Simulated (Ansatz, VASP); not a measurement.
## Two plane-wave programs on C

```xyz
2
Lattice="0.0000 2.1270 3.3480 1.2280 0.0000 3.3480 1.2280 2.1270 0.0000" Properties=species:S:1:pos:R:3 pbc="T T T"
C     1.2280    0.7090    3.3480
C     1.2280    3.5450    3.3480
```

Alike in both runs: task single point; functional PBE; k mesh 20 × 20 × 20; occupations gaussian, width 0.02 eV; no spin polarisation.

|  | VASP | Ansatz |
| --- | --- | --- |
| version | VASP 6.6.1 | Ansatz 0.2.0 |
| potentials or method | VASP PAW PBE potentials, release 64 (C), cutoff 520 eV | scalar-relativistic, plane waves, PAW |
| valence electrons in the cell | 8 | 8 |

VASP gave:

* gap on the k mesh at the Fermi level (eV): 0.02
* least direct gap on the mesh (eV): 0.04
* pressure (GPa): 5.1
* traceless stress, the component that is largest in VASP (GPa): -1.11
* rms of the force components (eV/Å): 0.013

Task: What did Ansatz give for the same quantities?

Result: gap on the k mesh at the Fermi level (eV): 0.02; least direct gap on the mesh (eV): 0.04; pressure (GPa): 4.6; traceless stress, the component that is largest in VASP (GPa): -0.58; rms of the force components (eV/Å): 0.013.

Atom by atom the forces differ by 0.000 eV/Å (rms over components). The functional is the same, so the differences come from potentials, cutoffs and numerics.
